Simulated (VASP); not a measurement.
# B (P6_3/mmc) in VASP: a series of runs

B is run at these levels: PBEsol; tasks: single point, relaxation of cell and atoms.

Everything below comes from runs of VASP 6.6.1. Logs are shortened: lines on timing, memory, paths and dates and some standing lists are left out, and cuts for length are marked.

### 1 The cell of the first run

It takes space group P6_3/mmc (No. 194, hexagonal). The conventional cell has a = 2.987 Å, b = 2.987 Å, c = 3.966 Å, α = 90.00°, β = 90.00°, γ = 120.00°. B (site symmetry -6m2) has 5 B at 1.72 to 1.98 Å within 2.3 Å. B (site symmetry -6m2) has 3 B at 1.72 Å within 2.3 Å.

This isn't the form of B at room conditions, which is rhombohedral.

### 2 Single point, PBEsol

INCAR

```
PREC = Accurate ; ENCUT = 520
EDIFF = 1E-6 ; ISMEAR = 0
SIGMA = 0.1 ; LREAL = F
LASPH = T ; NELM = 100
ALGO = Normal ; ISIF = 2
LWAVE = F ; LCHARG = F
GGA = PS ; NBANDS = 22
```

KPOINTS

```
Automatic mesh
0
Gamma
  9 9 4
```

POSCAR

```
B
1.0
    2.9870105769      0.0000000000      0.0000000000
   -1.4935052884      2.5868270410      0.0000000000
    0.0000000000      0.0000000000      7.9320441105
B
8
Direct
    0.0000000000      0.0000000000      0.1250000000
    0.0000000000      0.0000000000      0.6250000000
    0.0000000000      0.0000000000      0.3750000000
    0.0000000000      0.0000000000      0.8750000000
    0.3333333333      0.6666666667      0.3750000000
    0.3333333333      0.6666666667      0.8750000000
    0.6666666667      0.3333333333      0.1250000000
    0.6666666667      0.3333333333      0.6250000000
```

Potentials or basis: VASP PAW PBE potentials, release 64 (B).

The run is started by

```bash
> cat potpaw_PBE.64/B/POTCAR > POTCAR
> mpirun -np 1 vasp_std > vasp.out
```

OUTCAR:

```text
PREC = Accurate
   ENCUT = 520
   EDIFF = 1E-6
   ISMEAR = 0
   LREAL = F
   LASPH = T
   NELM = 100
   ISIF = 2
   GGA = PS

 ion  position               nearest neighbor table
   1  0.000  0.000  0.125-   7 1.72   7 1.72   7 1.72   3 1.98   4 1.98
   2  0.000  0.000  0.625-   8 1.72   8 1.72   8 1.72   3 1.98   4 1.98
   3  0.000  0.000  0.375-   5 1.72   5 1.72   5 1.72   1 1.98   2 1.98
   4  0.000  0.000  0.875-   6 1.72   6 1.72   6 1.72   1 1.98   2 1.98
   5  0.333  0.667  0.375-   3 1.72   3 1.72   3 1.72
   6  0.333  0.667  0.875-   4 1.72   4 1.72   4 1.72
   7  0.667  0.333  0.125-   1 1.72   1 1.72   1 1.72
   8  0.667  0.333  0.625-   2 1.72   2 1.72   2 1.72
[... 7 lines left out ...]
 A1 = (   2.9870105769,   0.0000000000,   0.0000000000)
 A2 = (  -1.4935052884,   2.5868270410,   0.0000000000)
 A3 = (   0.0000000000,   0.0000000000,   7.9320441105)

Analysis of symmetry for initial positions (statically):
=====================================================================
 Subroutine PRICEL returns following result:

  LATTYP: Found a hexagonal cell.
 ALAT       =     2.9870105769
 C/A-ratio  =     1.3277562811

  Lattice vectors:

 A1 = (   2.9870105769,   0.0000000000,   0.0000000000)
 A2 = (  -1.4935052884,   2.5868270410,   0.0000000000)
 A3 = (   0.0000000000,   0.0000000000,   3.9660220552)

   2 primitive cells build up your supercell.

 Routine SETGRP: Setting up the symmetry group for a
 hexagonal supercell.

 Subroutine GETGRP returns: Found 24 space group operations
 (whereof 12 operations were pure point group operations)
 out of a pool of 24 trial point group operations.

The static configuration has the point symmetry D_3d.
 The point group associated with its full space group is D_6h.

Analysis of symmetry for dynamics (positions and initial velocities):
=====================================================================
 Subroutine PRICEL returns following result:

  LATTYP: Found a hexagonal cell.
 ALAT       =     2.9870105769
 C/A-ratio  =     1.3277562811

  Lattice vectors:

 A1 = (   2.9870105769,   0.0000000000,   0.0000000000)
 A2 = (  -1.4935052884,   2.5868270410,   0.0000000000)
 A3 = (   0.0000000000,   0.0000000000,   3.9660220552)

   2 primitive cells build up your supercell.

[... 113 lines left out ...]
   LREAL  =      F    real-space projection
   EDIFFG = 0.1E-04   stopping-criterion for IOM
   NSW    =      0    number of steps for IOM
   IBRION =     -1    ionic relax: 0-MD 1-quasi-New 2-CG
   NFREE  =      0    steps in history (QN), initial steepest desc. (CG)
   ISIF   =      2    stress and relaxation
   ISYM   =      2    0-nonsym 1-usesym 2-fastsym
   POTIM  = 0.5000    time-step for ionic-motion
   TEBEG  =    0.0;   TEEND  =   0.0 temperature during run
   PSTRESS=    0.0 pullay stress
   NELECT =      24.0000    total number of electrons
   NUPDOWN=      -1.0000    fix difference up-down
   EMIN   =  10.00;   EMAX   =-10.00  energy-range for DOS
   EFERMI =   0.00;   METHOD = LEGACY
   ISMEAR =     0;   SIGMA  =   0.10  broadening in eV -4-tet -1-fermi 0-gaus
   EFERMI_NEDOS =   21; number of points for ismear=-14 and -15
   IALGO  =     38    algorithm
   IMIX   =      4    mixing-type and parameters
     AMIX     =   0.40;   BMIX     =  1.00
     AMIX_MAG =   1.60;   BMIX_MAG =  1.00
  volume/ion in A,a.u.               =       7.66        51.70
  Fermi-wavevector in a.u.,A,eV,Ry     =   1.197702  2.263329 19.517427  1.434490
  Thomas-Fermi vector in A             =   2.333610
   LORBIT       =      0    0 simple, 1 ext, 2 COOP (PROOUT), +10 PAW based schemes
   GGA     = PS    functional components
   LHFCALC =     F    Hartree Fock is set to
   AEXX    =    0.0000 exact exchange contribution
   IVDW    =     0    specifies the selected vdW correction
   LEPSILON=     F    determine dielectric tensor
   LRPA    =     F    only Hartree local field effects (RPA)
 non-spin polarized calculation
 Gauss-broadening in eV      SIGMA  =   0.10
  energy-cutoff  :      520.00
  volume of cell :       61.29
 maximum number of plane-waves:      1685
 NGX is ok and might be reduce to    24

 number of electron      24.0000001 magnetization

 Free energy of the ion-electron system (eV)
  ---------------------------------------------------
  ext. energy  EPLUGINS =         0.00000000
  ---------------------------------------------------
  free energy    TOTEN  =       -49.08464400 eV

  energy without entropy =      -49.06908437  energy(sigma->0) =      -49.07686419

 E-fermi :   5.5074     XC(G=0): -11.6917

 val. band max:        5.4850174796   @ k =   0.2222  -0.0000   0.2500
 cond. band min:       5.5475581437   @ k =   0.3333   0.1111   0.2500
 fundamental gap:      0.0625406641
 Fermi energy:         5.5073745324

 k-point     1 :       0.0000    0.0000    0.0000
  band No.  band energies     occupation
      1      -8.9051      2.00000
      2      -6.9607      2.00000
      3      -6.9607      2.00000
      4      -1.6626      2.00000
      5      -0.7223      2.00000
      6       5.0104      2.00000
[... 589 lines left out ...]
     21      16.7145      0.00000
     22      16.7145      0.00000

 [... further k-points ...]

------------------------ aborting loop because EDIFF is reached ----------------------------------------

  FORCE on cell =-STRESS in cart. coord.  units (eV):
  Direction    XX          YY          ZZ          XY          YZ          ZX
  --------------------------------------------------------------------------------------
  -------------------------------------------------------------------------------------
  Total        0.1517413      0.1517413     -0.1452000      0.0000000     -0.0000000      0.0000000
  in kB        3.9666618      3.9666618     -3.7956643      0.0000000     -0.0000000      0.0000000
  external PRESSURE =       1.3792197 kB  Pullay stress =       0.0000000 kB

 VOLUME and BASIS-vectors are now :
 -----------------------------------------------------------------------------
  energy-cutoff  :      520.00
  volume of cell :       61.29
      direct lattice vectors                 reciprocal lattice vectors
     2.987010577  0.000000000  0.000000000     0.334782879  0.193286985  0.000000000
    -1.493505288  2.586827041  0.000000000     0.000000000  0.386573970  0.000000000
     0.000000000  0.000000000  7.932044110     0.000000000  0.000000000  0.126070908

 POSITION                                       TOTAL-FORCE (eV/Angst)
 -----------------------------------------------------------------------------------
      0.00000      0.00000      0.99151        -0.000000     -0.000000     -0.000000
      0.00000      0.00000      4.95753        -0.000000      0.000000      0.000000
      0.00000      0.00000      2.97452         0.000000      0.000000      0.000000
      0.00000      0.00000      6.94054         0.000000     -0.000000      0.000000
     -0.00000      1.72455      2.97452        -0.000000     -0.000000      0.000000
     -0.00000      1.72455      6.94054        -0.000000      0.000000      0.000000
      1.49351      0.86228      0.99151         0.000000     -0.000000     -0.000000
      1.49351      0.86228      4.95753         0.000000      0.000000     -0.000000
 -----------------------------------------------------------------------------------
    total drift:                                0.000000     -0.000000      0.000000

  FREE ENERGIE OF THE ION-ELECTRON SYSTEM (eV)
  ---------------------------------------------------
  free  energy   TOTEN  =       -49.0846440011 eV

  energy  without entropy=      -49.0690843700  energy(sigma->0) =      -49.07686419
```

stdout:

```text
POSCAR found type information on POSCAR B
 POSCAR found :  1 types and       8 ions
 scaLAPACK will be used
 -----------------------------------------------------------------------------
|                                                                             |
|                                                                             |
|     You enforced a specific xc type in the INCAR file but a different       |
|     I HOPE YOU KNOW WHAT YOU ARE DOING!                                     |
|                                                                             |
 -----------------------------------------------------------------------------

 LDA part: xc-table for (Slater+PW92), standard interpolation
 POSCAR, INCAR and KPOINTS ok, starting setup
 FFT: planning ... GRIDC
 FFT: planning ... GRID_SOFT
 FFT: planning ... GRID
 WAVECAR not read
 entering main loop
```

It took 15 s on 1 thread of Intel Xeon 6975P-C (Granite Rapids), shared host; peak memory 0.18 GiB.

What came out:

| Property | Result |
| --- | --- |
| Free energy | -49.0846 eV |
| Pressure | 0.1 GPa |
| Band gap on the k mesh | zero (bands 12 and 13 overlap by 3.28 eV) |

Caveat: the PAW data sets were made with another functional, which shifts forces and pressure a little.

### 3 Single point, PBEsol

This run uses another cell than the first one: it holds 4 atoms, not 8.

INCAR

```
PREC = Accurate ; ENCUT = 520
EDIFF = 1E-6 ; ISMEAR = 0
SIGMA = 0.1 ; LREAL = F
LASPH = T ; NELM = 80
ALGO = Normal ; ISIF = 2
LWAVE = F ; LCHARG = T
GGA = PS ; LELF = T
LVHAR = T ; NBANDS = 14
```

KPOINTS

```
Automatic mesh
0
Gamma
  18 18 12
```

POSCAR

```
B
1.0
    2.9870105769      0.0000000000      0.0000000000
   -1.4935052884      2.5868270410      0.0000000000
    0.0000000000      0.0000000000      3.9660220553
B
4
Direct
    0.0000000000      0.0000000000      0.2500000000
    0.0000000000      0.0000000000      0.7500000000
    0.3333333333      0.6666666667      0.7500000000
    0.6666666667      0.3333333333      0.2500000000
```

Potentials or basis: VASP PAW PBE potentials, release 64 (B).

The run is started by

```bash
> cat potpaw_PBE.64/B/POTCAR > POTCAR
> mpirun -np 1 vasp_std > vasp.out
```

OUTCAR:

```text
PREC = Accurate
   ENCUT = 520
   EDIFF = 1E-6
   ISMEAR = 0
   LREAL = F
   LASPH = T
   NELM = 80
   ISIF = 2
   GGA = PS

 ion  position               nearest neighbor table
   1  0.000  0.000  0.250-   4 1.72   4 1.72   4 1.72   2 1.98   2 1.98
   2  0.000  0.000  0.750-   3 1.72   3 1.72   3 1.72   1 1.98   1 1.98
   3  0.333  0.667  0.750-   2 1.72   2 1.72   2 1.72
   4  0.667  0.333  0.250-   1 1.72   1 1.72   1 1.72

  LATTYP: Found a hexagonal cell.
 ALAT       =     2.9870105769
 C/A-ratio  =     1.3277562811

  Lattice vectors:

 A1 = (   2.9870105769,   0.0000000000,   0.0000000000)
 A2 = (  -1.4935052884,   2.5868270410,   0.0000000000)
 A3 = (   0.0000000000,   0.0000000000,   3.9660220553)

Analysis of symmetry for initial positions (statically):
=====================================================================
 Subroutine PRICEL returns:
 Original cell was already a primitive cell.

 Routine SETGRP: Setting up the symmetry group for a
 hexagonal supercell.

[... 189 lines left out ...]
      8      13.0090      0.00000
      9      13.2767      0.00000
     10      13.3864      0.00000
     11      13.3864      0.00000
     12      13.4142      0.00000
     13      15.3999      0.00000
     14      15.3999      0.00000
[... 377 lines left out ...]
      1      -5.3308      2.00000
      2      -3.2789      2.00000
      3       0.7841      2.00000
      4       1.9133      2.00000
      5       2.0076      2.00000
      6       3.3246      2.00000
      7       5.7365      0.00134
      8       5.7816      0.00012
      9      10.3954      0.00000
     10      10.5531      0.00000
     11      18.5699      0.00000
     12      18.7841      0.00000
     13      20.1025      0.00000
     14      20.5383      0.00000

 [... further k-points ...]

------------------------ aborting loop because EDIFF is reached ----------------------------------------

  FORCE on cell =-STRESS in cart. coord.  units (eV):
  Direction    XX          YY          ZZ          XY          YZ          ZX
  --------------------------------------------------------------------------------------
  -------------------------------------------------------------------------------------
  Total        0.0688181      0.0688181      0.0157346      0.0000000     -0.0000000     -0.0000000
  in kB        3.5979412      3.5979412      0.8226342      0.0000000     -0.0000000     -0.0000000
  external PRESSURE =       2.6728389 kB  Pullay stress =       0.0000000 kB

 VOLUME and BASIS-vectors are now :
 -----------------------------------------------------------------------------
  energy-cutoff  :      520.00
  volume of cell :       30.64
      direct lattice vectors                 reciprocal lattice vectors
     2.987010577  0.000000000  0.000000000     0.334782879  0.193286985  0.000000000
    -1.493505288  2.586827041  0.000000000     0.000000000  0.386573970  0.000000000
     0.000000000  0.000000000  3.966022055     0.000000000  0.000000000  0.252141815

 POSITION                                       TOTAL-FORCE (eV/Angst)
 -----------------------------------------------------------------------------------
      0.00000      0.00000      0.99151         0.000000      0.000000     -0.000000
      0.00000      0.00000      2.97452        -0.000000     -0.000000     -0.000000
     -0.00000      1.72455      2.97452        -0.000000      0.000000      0.000000
      1.49351      0.86228      0.99151         0.000000     -0.000000     -0.000000
 -----------------------------------------------------------------------------------
    total drift:                                0.000000     -0.000000     -0.000000

  FREE ENERGIE OF THE ION-ELECTRON SYSTEM (eV)
  ---------------------------------------------------
  free  energy   TOTEN  =       -24.5435975614 eV

  energy  without entropy=      -24.5379551250  energy(sigma->0) =      -24.54077634
```

OSZICAR:

```text
N       E                     dE             d eps       ncg     rms          rms(c)
DAV:   1     0.820394157293E+01    0.82039E+01   -0.54443E+03  7252   0.765E+02
DAV:   2    -0.243648945948E+02   -0.32569E+02   -0.30277E+02  9500   0.140E+02
DAV:   3    -0.252842080996E+02   -0.91931E+00   -0.91246E+00  9916   0.186E+01
DAV:   4    -0.252862264879E+02   -0.20184E-02   -0.20181E-02  8046   0.969E-01
DAV:   5    -0.252862321543E+02   -0.56664E-05   -0.56659E-05  9718   0.468E-02    0.585E+00
DAV:   6    -0.247261556901E+02    0.56008E+00   -0.37695E-01  8516   0.333E+00    0.331E+00
DAV:   7    -0.245467010607E+02    0.17945E+00   -0.28893E-01  9118   0.286E+00    0.639E-01
DAV:   8    -0.245435878108E+02    0.31132E-02   -0.11368E-02  8786   0.705E-01    0.147E-01
DAV:   9    -0.245436173576E+02   -0.29547E-04   -0.41399E-04  8776   0.150E-01    0.350E-02
DAV:  10    -0.245435973764E+02    0.19981E-04   -0.43650E-05  8688   0.346E-02    0.561E-03
DAV:  11    -0.245435975614E+02   -0.18494E-06   -0.13794E-06  6614   0.810E-03
   1 F= -.24543598E+02 E0= -.24540776E+02  d E =-.564244E-02
```

stdout:

```text
POSCAR found type information on POSCAR B
 POSCAR found :  1 types and       4 ions
 scaLAPACK will be used
 -----------------------------------------------------------------------------
|                                                                             |
|                                                                             |
|     You enforced a specific xc type in the INCAR file but a different       |
|     I HOPE YOU KNOW WHAT YOU ARE DOING!                                     |
|                                                                             |
 -----------------------------------------------------------------------------

 LDA part: xc-table for (Slater+PW92), standard interpolation
 POSCAR, INCAR and KPOINTS ok, starting setup
 FFT: planning ... GRIDC
 FFT: planning ... GRID_SOFT
 FFT: planning ... GRID
 WAVECAR not read
 entering main loop
```

Wall time 27 s (1 thread of Intel Xeon 6975P-C (Granite Rapids), shared host); peak memory 0.2 GiB.

What came out:

- Free energy: -24.5436 eV
- Pressure: 0.3 GPa
- Band gap on the k mesh: zero (bands 6 and 7 overlap by 3.29 eV)

Levels at points of the mesh, in eV from the Fermi level:
| k point | band 2 | band 3 | band 4 | band 5 | band 6 | band 7 | band 8 | band 9 | band 10 | band 11 |
| --- | --- | --- | --- | --- | --- | --- | --- | --- | --- | --- |
| (0.00, 0.00, 0.00) | -7.17 | -6.23 | -0.50 | -0.50 | 1.31 | 1.31 | 7.50 | 7.77 | 7.88 | 7.88 |
| (0.50, 0.00, 0.00) | -9.63 | -3.74 | -3.45 | -3.25 | -2.85 | -0.34 | 0.65 | 3.79 | 5.89 | 12.58 |
| (0.00, 0.00, 0.50) | -12.47 | 0.59 | 0.59 | 0.59 | 0.59 | 2.08 | 2.08 | 7.59 | 7.59 | 7.59 |
| (0.50, 0.00, 0.50) | -8.56 | -7.65 | -7.65 | -2.00 | -2.00 | 3.48 | 3.48 | 4.74 | 4.74 | 10.08 |

Caveat: the PAW data sets were made with another functional, which shifts forces and pressure a little.

(Part 1 of 2 ends here.)
